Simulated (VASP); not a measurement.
# Cs (Fd-3m) in VASP: a series of runs

Runs on Cs. Level: PBEsol. Tasks: single point, relaxation of cell and atoms.

Everything below comes from runs of VASP 6.6.1. Logs are shortened: lines on timing, memory, paths and dates and some standing lists are left out, and cuts for length are marked.

### Step 1. The cell of the first run

It takes space group Fd-3m (No. 227, cubic). The conventional cell has a = 11.487 Å, b = 11.487 Å, c = 11.487 Å, α = 90.00°, β = 90.00°, γ = 90.00°.

This isn't the form of Cs at room conditions, which is bcc.

### Step 2. Single point, PBEsol (189.49 Å³/atom)

Input file INCAR:

```
SYSTEM = Cs
PREC = Accurate ; ENCUT = 520
EDIFF = 1E-6 ; ISMEAR = -1
SIGMA = 0.1 ; LREAL = .FALSE.
LASPH = .TRUE. ; NELM = 60
ALGO = Normal ; ISIF = 2
LWAVE = .FALSE. ; LCHARG = .FALSE.
GGA = PS ; NBANDS = 16
```

Input file KPOINTS:

```
regular mesh
0
G
  6 6 6
  0 0 0
```

Input file POSCAR:

```
Cs
1.0
    0.0000000000      5.7437018943      5.7437018943
    5.7437018943      0.0000000000      5.7437018943
    5.7437018943      5.7437018943      0.0000000000
Cs
2
Direct
    0.1250000000      0.1250000000      0.1250000000
    0.8750000000      0.8750000000      0.8750000000
```

Potentials or basis: VASP PAW PBE potentials, release 64 (Cs_sv).

On the command line:

```sh
$ cat potpaw_PBE.64/Cs_sv/POTCAR > POTCAR
$ mpirun -np 1 vasp_std > vasp.out
```

OUTCAR:

```text
SYSTEM = Cs
   PREC = Accurate
   ENCUT = 520
   EDIFF = 1E-6
   ISMEAR = -1
   LREAL = .FALSE.
   LASPH = .TRUE.
   NELM = 60
   ISIF = 2
   GGA = PS

 ion  position               nearest neighbor table
   1  0.125  0.125  0.125-
   2  0.875  0.875  0.875-

  LATTYP: Found a face centered cubic cell.
 ALAT       =    11.4874037886

  Lattice vectors:

 A1 = (   0.0000000000,   5.7437018943,   5.7437018943)
 A2 = (   5.7437018943,   0.0000000000,   5.7437018943)
 A3 = (   5.7437018943,   5.7437018943,   0.0000000000)

Analysis of symmetry for initial positions (statically):
=====================================================================
 Subroutine PRICEL returns:
 Original cell was already a primitive cell.

 Routine SETGRP: Setting up the symmetry group for a
 face centered cubic supercell.

 Subroutine GETGRP returns: Found 48 space group operations
 (whereof 12 operations were pure point group operations)
 out of a pool of 48 trial point group operations.

The static configuration has the point symmetry D_3d.
 The point group associated with its full space group is O_h .

Analysis of symmetry for dynamics (positions and initial velocities):
=====================================================================
 Subroutine PRICEL returns:
 Original cell was already a primitive cell.

 Routine SETGRP: Setting up the symmetry group for a
 face centered cubic supercell.

 Subroutine GETGRP returns: Found 48 space group operations
 (whereof 12 operations were pure point group operations)
 out of a pool of 48 trial point group operations.

The dynamic configuration has the point symmetry D_3d.
 The point group associated with its full space group is O_h .

 Subroutine INISYM returns: Found 48 space group operations
 (whereof 12 operations are pure point group operations),
 and found     1 'primitive' translations

----------------------------------------------------------------------------------------

                                     Primitive cell

  volume of cell :     378.9707

  direct lattice vectors                    reciprocal lattice vectors
     0.000000000  5.743701894  5.743701894    -0.087051872  0.087051872  0.087051872
     5.743701894  0.000000000  5.743701894     0.087051872 -0.087051872  0.087051872
     5.743701894  5.743701894  0.000000000     0.087051872  0.087051872 -0.087051872

  length of vectors
     8.122821117  8.122821117  8.122821117     0.150778265  0.150778265  0.150778265

  position of ions in fractional coordinates (direct lattice)
     0.125000000  0.125000000  0.125000000
     0.875000000  0.875000000  0.875000000

  ion indices of the primitive-cell ions
   primitive index   ion index
                 1           1
                 2           2

----------------------------------------------------------------------------------------

 KPOINTS: regular mesh

Automatic generation of k-mesh.
 Grid dimensions read from file:
 generate k-points for:    6    6    6

 Generating k-lattice:

  Cartesian coordinates                     Fractional coordinates (reciprocal lattice)
    -0.014508645  0.014508645  0.014508645     0.166666667  0.000000000  0.000000000
     0.014508645 -0.014508645  0.014508645     0.000000000  0.166666667  0.000000000
     0.014508645  0.014508645 -0.014508645     0.000000000  0.000000000  0.166666667

  Length of vectors
     0.025129711  0.025129711  0.025129711

  Shift w.r.t. Gamma in fractional coordinates (k-lattice)
     0.000000000  0.000000000  0.000000000

 Subroutine IBZKPT returns following result:
 ===========================================

 Found     16 irreducible k-points:

 Following reciprocal coordinates:
            Coordinates               Weight
  0.000000  0.000000  0.000000      1.000000
  0.166667  0.000000  0.000000      8.000000
  0.333333  0.000000  0.000000      8.000000
  0.500000  0.000000  0.000000      4.000000
  0.166667  0.166667  0.000000      6.000000
  0.333333  0.166667  0.000000     24.000000
[... 8 lines left out ...]
 -0.333333  0.333333  0.166667     24.000000
 -0.333333  0.500000  0.166667     12.000000
   k-points           NKPTS =     16   k-points in BZ     NKDIM =     16   number of bands    NBANDS=     16
   number of dos      NEDOS =    301   number of ions     NIONS =      2
   total plane-waves  NPLWV = 216000
   dimension x,y,z NGX =    60 NGY =   60 NGZ =   60
   dimension x,y,z NGXF=   120 NGYF=  120 NGZF=  120
   ions per type =               2
   NGX,Y,Z   is equivalent  to a cutoff of  12.28, 12.28, 12.28 a.u.
   NGXF,Y,Z  is equivalent  to a cutoff of  24.56, 24.56, 24.56 a.u.
 SYSTEM =  Cs
   PREC   = accura    normal or accurate (medium, high low for compatibility)
   ISTART =      0    job   : 0-new  1-cont  2-samecut
   ICHARG =      2    charge: 1-file 2-atom 10-const
   ISPIN  =      1    spin polarized calculation?
   LNONCOLLINEAR =      F non collinear calculations
   LSORBIT =      F    spin-orbit coupling
   LASPH  =      T    aspherical Exc in radial PAW
   ENCUT  =  520.0 eV  38.22 Ry    6.18 a.u.  15.10 15.10 15.10*2*pi/ulx,y,z
   NELM   =     60;   NELMIN=  2; NELMDL= -5     # of ELM steps
   EDIFF  = 0.1E-05   stopping-criterion for ELM
   LREAL  =      F    real-space projection
   EDIFFG = 0.1E-04   stopping-criterion for IOM
   NSW    =      0    number of steps for IOM
   IBRION =     -1    ionic relax: 0-MD 1-quasi-New 2-CG
   NFREE  =      0    steps in history (QN), initial steepest desc. (CG)
   ISIF   =      2    stress and relaxation
   ISYM   =      2    0-nonsym 1-usesym 2-fastsym
   POTIM  = 0.5000    time-step for ionic-motion
   TEBEG  =    0.0;   TEEND  =   0.0 temperature during run
   PSTRESS=    0.0 pullay stress
   NELECT =      18.0000    total number of electrons
   NUPDOWN=      -1.0000    fix difference up-down
   EMIN   =  10.00;   EMAX   =-10.00  energy-range for DOS
   EFERMI =   0.00;   METHOD = LEGACY
   ISMEAR =    -1;   SIGMA  =   0.10  broadening in eV -4-tet -1-fermi 0-gaus
   EFERMI_NEDOS =   21; number of points for ismear=-14 and -15
   IALGO  =     38    algorithm
   IMIX   =      4    mixing-type and parameters
     AMIX     =   0.40;   BMIX     =  1.00
     AMIX_MAG =   1.60;   BMIX_MAG =  1.00
  volume/ion in A,a.u.               =     189.49      1278.71
  Fermi-wavevector in a.u.,A,eV,Ry     =   0.592876  1.120373  4.782472  0.351502
  Thomas-Fermi vector in A             =   1.641859
   LORBIT       =      0    0 simple, 1 ext, 2 COOP (PROOUT), +10 PAW based schemes
   GGA     = PS    functional components
   LHFCALC =     F    Hartree Fock is set to
   AEXX    =    0.0000 exact exchange contribution
   IVDW    =     0    specifies the selected vdW correction
   LEPSILON=     F    determine dielectric tensor
   LRPA    =     F    only Hartree local field effects (RPA)
 non-spin polarized calculation
  energy-cutoff  :      520.00
  volume of cell :      378.97
 maximum number of plane-waves:     10233
   NGX = 31   NGY = 31   NGZ = 31

 number of electron      18.0000000 magnetization

 Free energy of the ion-electron system (eV)
  ---------------------------------------------------
  ext. energy  EPLUGINS =         0.00000000
  ---------------------------------------------------
  free energy    TOTEN  =        -1.35350002 eV

  energy without entropy =       -1.28821602  energy(sigma->0) =       -1.32085802

 E-fermi :  -0.5224     XC(G=0):  -4.2504

 val. band max:       -0.7427476403   @ k =  -0.3333   0.3333   0.1667
 cond. band min:      -0.5027078810   @ k =   0.5000   0.5000   0.0000
 fundamental gap:      0.2400397593
 Fermi energy:        -0.5224187059

 k-point     1 :       0.0000    0.0000    0.0000
  band No.  band energies     occupation
      1     -24.8382      2.00000
      2     -24.8240      2.00000
      3     -11.6515      2.00000
      4     -11.6515      2.00000
      5     -11.6515      2.00000
      6     -11.5631      2.00000
[... 8 lines left out ...]
     15       1.2228      0.00000
     16       1.2228      0.00000

 k-point     2 :       0.1667    0.0000    0.0000
  band No.  band energies     occupation
      1     -24.8375      2.00000
      2     -24.8247      2.00000
      3     -11.6539      2.00000
      4     -11.6539      2.00000
      5     -11.6507      2.00000
      6     -11.5644      2.00000
[... 8 lines left out ...]
     15       0.9996      0.00000
     16       1.2473      0.00000

 k-point     3 :       0.3333    0.0000    0.0000
  band No.  band energies     occupation
      1     -24.8358      2.00000
      2     -24.8264      2.00000
      3     -11.6583      2.00000
      4     -11.6583      2.00000
      5     -11.6489      2.00000
      6     -11.5670      2.00000
[... 8 lines left out ...]
     15       1.0781      0.00000
     16       1.3697      0.00000

 k-point     4 :       0.5000    0.0000    0.0000
  band No.  band energies     occupation
      1     -24.8347      2.00000
      2     -24.8276      2.00000
      3     -11.6603      2.00000
      4     -11.6603      2.00000
      5     -11.6480      2.00000
      6     -11.5683      2.00000
[... 8 lines left out ...]
     15       1.0824      0.00000
     16       1.4883      0.00000

 k-point     5 :       0.1667    0.1667    0.0000
  band No.  band energies     occupation
      1     -24.8373      2.00000
      2     -24.8250      2.00000
      3     -11.6565      2.00000
      4     -11.6565      2.00000
      5     -11.6458      2.00000
      6     -11.5693      2.00000
[... 8 lines left out ...]
     15       0.9678      0.00000
     16       1.2458      0.00000

 k-point     6 :       0.3333    0.1667    0.0000
  band No.  band energies     occupation
      1     -24.8358      2.00000
      2     -24.8264      2.00000
      3     -11.6616      2.00000
      4     -11.6609      2.00000
      5     -11.6405      2.00000
      6     -11.5752      2.00000
[... 8 lines left out ...]
     15       1.0938      0.00000
     16       1.3286      0.00000

 k-point     7 :       0.5000    0.1667    0.0000
  band No.  band energies     occupation
      1     -24.8342      2.00000
      2     -24.8280      2.00000
      3     -11.6660      2.00000
      4     -11.6627      2.00000
      5     -11.6369      2.00000
      6     -11.5791      2.00000
[... 8 lines left out ...]
     15       1.0980      0.00000
     16       1.4982      0.00000

 k-point     8 :      -0.3333    0.1667    0.0000
  band No.  band energies     occupation
      1     -24.8347      2.00000
      2     -24.8276      2.00000
      3     -11.6660      2.00000
      4     -11.6603      2.00000
      5     -11.6392      2.00000
      6     -11.5768      2.00000
[... 8 lines left out ...]
     15       1.0990      0.00000
     16       1.3989      0.00000

 k-point     9 :      -0.1667    0.1667    0.0000
  band No.  band energies     occupation
      1     -24.8364      2.00000
      2     -24.8258      2.00000
      3     -11.6608      2.00000
      4     -11.6559      2.00000
      5     -11.6456      2.00000
      6     -11.5698      2.00000
[... 8 lines left out ...]
     15       1.0729      0.00000
     16       1.2821      0.00000

 k-point    10 :       0.3333    0.3333    0.0000
  band No.  band energies     occupation
      1     -24.8347      2.00000
      2     -24.8276      2.00000
      3     -11.6653      2.00000
      4     -11.6653      2.00000
      5     -11.6302      2.00000
      6     -11.5861      2.00000
[... 8 lines left out ...]
     15       1.2670      0.00000
     16       1.2775      0.00000

 k-point    11 :       0.5000    0.3333    0.0000
  band No.  band energies     occupation
      1     -24.8329      2.00000
      2     -24.8294      2.00000
      3     -11.6692      2.00000
      4     -11.6671      2.00000
      5     -11.6211      2.00000
      6     -11.5954      2.00000
[... 8 lines left out ...]
     15       1.1717      0.00000
     16       1.3783      0.00000

 k-point    12 :      -0.3333    0.3333    0.0000
  band No.  band energies     occupation
      1     -24.8329      2.00000
      2     -24.8294      2.00000
      3     -11.6706      2.00000
      4     -11.6648      2.00000
      5     -11.6247      2.00000
      6     -11.5915      2.00000
[... 8 lines left out ...]
     15       1.1254      0.00000
     16       1.5021      0.00000

 k-point    13 :       0.5000    0.5000    0.0000
  band No.  band energies     occupation
      1     -24.8311      2.00000
      2     -24.8311      2.00000
      3     -11.6692      2.00000
      4     -11.6692      2.00000
      5     -11.6084      2.00000
      6     -11.6084      2.00000
[... 8 lines left out ...]
     15       1.2892      0.00000
     16       1.2892      0.00000

 k-point    14 :       0.5000    0.3333    0.1667
  band No.  band energies     occupation
      1     -24.8342      2.00000
      2     -24.8280      2.00000
      3     -11.6676      2.00000
      4     -11.6638      2.00000
      5     -11.6309      2.00000
      6     -11.5852      2.00000
[... 8 lines left out ...]
     15       1.1325      0.00000
     16       1.3031      0.00000

 k-point    15 :      -0.3333    0.3333    0.1667
  band No.  band energies     occupation
      1     -24.8329      2.00000
      2     -24.8293      2.00000
      3     -11.6698      2.00000
      4     -11.6658      2.00000
      5     -11.6242      2.00000
      6     -11.5920      2.00000
[... 8 lines left out ...]
     15       1.1286      0.00000
     16       1.3641      0.00000

 k-point    16 :      -0.3333    0.5000    0.1667
  band No.  band energies     occupation
      1     -24.8311      2.00000
      2     -24.8311      2.00000
      3     -11.6693      2.00000
      4     -11.6693      2.00000
      5     -11.6082      2.00000
      6     -11.6082      2.00000
[... 8 lines left out ...]
     15       1.2047      0.00000
     16       1.2047      0.00000

------------------------ aborting loop because EDIFF is reached ----------------------------------------

  FORCE on cell =-STRESS in cart. coord.  units (eV):
  Direction    XX          YY          ZZ          XY          YZ          ZX
  --------------------------------------------------------------------------------------
  -------------------------------------------------------------------------------------
  Total       -0.1594831     -0.1594831     -0.1594831      0.0000000     -0.0000000      0.0000000
  in kB       -0.6742478     -0.6742478     -0.6742478      0.0000000     -0.0000000      0.0000000
  external PRESSURE =      -0.6742478 kB  Pullay stress =       0.0000000 kB

 VOLUME and BASIS-vectors are now :
 -----------------------------------------------------------------------------
  energy-cutoff  :      520.00
  volume of cell :      378.97
      direct lattice vectors                 reciprocal lattice vectors
     0.000000000  5.743701894  5.743701894    -0.087051872  0.087051872  0.087051872
     5.743701894  0.000000000  5.743701894     0.087051872 -0.087051872  0.087051872
     5.743701894  5.743701894  0.000000000     0.087051872  0.087051872 -0.087051872

 POSITION                                       TOTAL-FORCE (eV/Angst)
 -----------------------------------------------------------------------------------
      1.43593      1.43593      1.43593         0.000000      0.000000      0.000000
     10.05148     10.05148     10.05148        -0.000000     -0.000000     -0.000000
 -----------------------------------------------------------------------------------
    total drift:                               -0.000000      0.000000     -0.000000

  FREE ENERGIE OF THE ION-ELECTRON SYSTEM (eV)
  ---------------------------------------------------
  free  energy   TOTEN  =        -1.3535000156 eV

  energy  without entropy=       -1.2882160240  energy(sigma->0) =       -1.32085802
```

Run time: 2.3 min. Hardware: 1 thread of Intel Xeon Platinum 8375C at 2.90GHz (Ice Lake), shared host; peak memory 0.51 GiB.

Results:

```
Free energy            : -1.3535 eV
Pressure               : -0.1 GPa
Band gap on the k mesh : zero (bands 9 and 10 overlap by 0.06 eV)
```

Caveat: the PAW data sets were made with another functional, which shifts forces and pressure a little; spin-orbit coupling is left out, which moves the levels of the heavy elements.

### Step 3. Relaxation of cell and atoms, PBEsol

This run uses another cell than the first one, of 149.11 Å³/atom.

Input file INCAR:

```
SYSTEM = Cs
PREC = Accurate
ENCUT = 600
EDIFF = 1E-6
ISMEAR = -1
SIGMA = 0.1
LREAL = .FALSE.
LASPH = .TRUE.
NELM = 100
ALGO = Normal
ISIF = 3
LWAVE = .FALSE.
LCHARG = .FALSE.
GGA = PS
IBRION = 2
NSW = 80
EDIFFG = -0.01
```

Input file KPOINTS:

```
regular mesh
0
G
  5 5 5
  0 0 0
```

Input file POSCAR:

```
Cs
1.0
    0.0000000000      5.3027061682      5.3027061682
    5.3027061682      0.0000000000      5.3027061682
    5.3027061682      5.3027061682      0.0000000000
Cs
2
Direct
    0.1250000000      0.1250000000      0.1250000000
    0.8750000000      0.8750000000      0.8750000000
```

Potentials or basis: VASP PAW PBE potentials, release 64 (Cs_sv).

On the command line:

```sh
$ cat potpaw_PBE.64/Cs_sv/POTCAR > POTCAR
$ mpirun -np 1 vasp_std > vasp.out
```

Run time: 5 min. Hardware: 1 thread of Intel Xeon Platinum 8375C at 2.90GHz (Ice Lake), shared host; peak memory 0.52 GiB.

Results (log left out):

```yaml
Free_energy: -1.3609 eV
Relaxed_volume: 169.58 Å³/atom
Relaxed_cell: a = 7.828 Å, b = 7.828 Å, c = 7.828 Å, α = 60.00°, β = 60.00°, γ = 60.00°
Space_group_after_relaxing_to_0.1_Å: Fd-3m (No. 227)
Energy_gained_by_relaxing: 6.8 meV/atom
Ionic_steps: 5
Pressure_after_relaxing: 0.0 GPa
```

Step by step:
```tsv
step	energy change (eV)	largest force (eV/Å)	pressure (GPa)	volume (Å³)
1	0.0000	0.0000	0.11	298.21
2	-0.0030	0.0000	0.10	302.83
3	-0.0098	0.0000	0.06	316.99
4	-0.0133	0.0000	-0.02	346.60
5	-0.0136	0.0000	0.00	339.17
```

Final structure:
```xyz
2
Lattice="0.0000 5.5351 5.5351 5.5351 0.0000 5.5351 5.5351 5.5351 0.0000" Properties=species:S:1:pos:R:3 pbc="T T T"
Cs    1.3838    1.3838    1.3838
Cs    9.6865    9.6865    9.6865
```

Levels at points of the mesh, in eV from the Fermi level:
```csv
k point,band 6,band 7,band 8,band 9,band 10,band 11,band 12,band 13
"(0.00, 0.00, 0.00)",-11.03,-11.03,-11.03,-1.36,1.35,1.35,1.39,1.39
```

Caveat: the PAW data sets were made with another functional, which shifts forces and pressure a little; spin-orbit coupling is left out, which moves the levels of the heavy elements.

### Step 4. Single point, PBEsol

This run uses another cell than the first one, of 169.18 Å³/atom.

Input file INCAR:

```
SYSTEM = Cs
ALGO = Normal ; EDIFF = 1E-6
ENCUT = 520 ; GGA = PS
ISIF = 2 ; ISMEAR = -1
LASPH = .TRUE. ; LCHARG = .FALSE.
LREAL = .FALSE. ; LWAVE = .FALSE.
NBANDS = 16 ; NELM = 80
PREC = Accurate ; SIGMA = 0.1
```

Input file KPOINTS:

```
k-points
0
G
  8 8 8
  0 0 0
```

Input file POSCAR:

```
Cs
1.0
    0.0000000000      5.5307736337      5.5307736337
    5.5307736337      0.0000000000      5.5307736337
    5.5307736337      5.5307736337      0.0000000000
Cs
2
Direct
    0.1250000000      0.1250000000      0.1250000000
    0.8750000000      0.8750000000      0.8750000000
```

On the command line:

```sh
$ cat potpaw_PBE.64/Cs_sv/POTCAR > POTCAR
$ mpirun -np 1 vasp_std > vasp.out
```

Wall time 3.6 min (1 thread of Intel Xeon Platinum 8375C at 2.90GHz (Ice Lake), shared host); peak memory 0.55 GiB.

Results (log left out):

```yaml
Free_energy: -1.3616 eV
Pressure: 0.0 GPa
Band_gap_on_the_k_mesh: zero (bands 9 and 10 overlap by 0.12 eV)
```

Levels at points of the mesh, in eV from the Fermi level:
```csv
k point,band 7,band 8,band 9,band 10,band 11,band 12
"(0.00, 0.00, 0.00)",-11.03,-11.03,-1.36,1.35,1.35,1.39
"(0.50, 0.00, 0.00)",-11.02,-11.02,-0.55,0.04,1.13,1.13
"(0.50, 0.50, 0.00)",-11.00,-11.00,0.04,0.04,0.64,0.64
```

Caveat: the PAW data sets were made with another functional, which shifts forces and pressure a little; spin-orbit coupling is left out, which moves the levels of the heavy elements.

### Step 5. Summary

| task | cell | k mesh | cutoff (eV) | gap on the mesh (eV) | pressure (GPa) |
| --- | --- | --- | --- | --- | --- |
| single point | a = 8.123 Å, angles 60.0°, 2 atoms | 6 × 6 × 6 | 520 | none | -0.1 |
| relaxation of cell and atoms | relaxed from a = 7.499 Å, angles 60.0°, 2 atoms | 5 × 5 × 5 | 600 | - | 0.0 |
| single point | a = 7.822 Å, angles 60.0°, 2 atoms | 8 × 8 × 8 | 520 | none | 0.0 |

Alike in all rows: level PBEsol; potentials or basis VASP PAW PBE potentials, release 64 (Cs_sv); no spin polarisation; smearing fermi-dirac 0.1 eV.

Caveats: the PAW data sets were made with another functional, which shifts forces and pressure a little; spin-orbit coupling is left out, which moves the levels of the heavy elements.

Absolute energies hang on the potentials; compare differences alone.

The gap in the log of VASP goes by the Fermi energy; the results here count the filled bands.